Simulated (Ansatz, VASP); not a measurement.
SiO2 in VASP and in Ansatz

```
Si O
1.0
    -2.46327    2.46327    3.64208
     2.46327   -2.46327    3.64208
     2.46327    2.46327   -3.64208
Si O
2 4
Cartesian
  0.0000 0.0000 0.0000
  0.0000 2.4633 1.8210
  1.2316 2.9520 2.7316
  0.4887 1.2316 0.9105
  -1.2316 1.9746 2.7316
  -0.4887 3.6949 0.9105
```

Alike in both runs: task single point; functional LDA; k mesh 8 × 8 × 8; occupations gaussian, width 0.02 eV; no spin polarisation.

|  | VASP | Ansatz |
| --- | --- | --- |
| version | VASP 6.6.1 | Ansatz 0.2.0 |
| potentials or method | VASP PAW LDA potentials, release 64 (Si, O), cutoff 520 eV | scalar-relativistic, plane waves, PAW |
| valence electrons in the cell | 32 | 32 |

```csv
,VASP,Ansatz,Ansatz less VASP
gap on the k mesh at the Fermi level (eV),5.76,5.76,+0.001
least direct gap on the mesh (eV),5.76,5.76,+0.001
```

LDA's correlation is that of Perdew and Zunger in VASP and of Perdew and Wang (1992) in Ansatz.
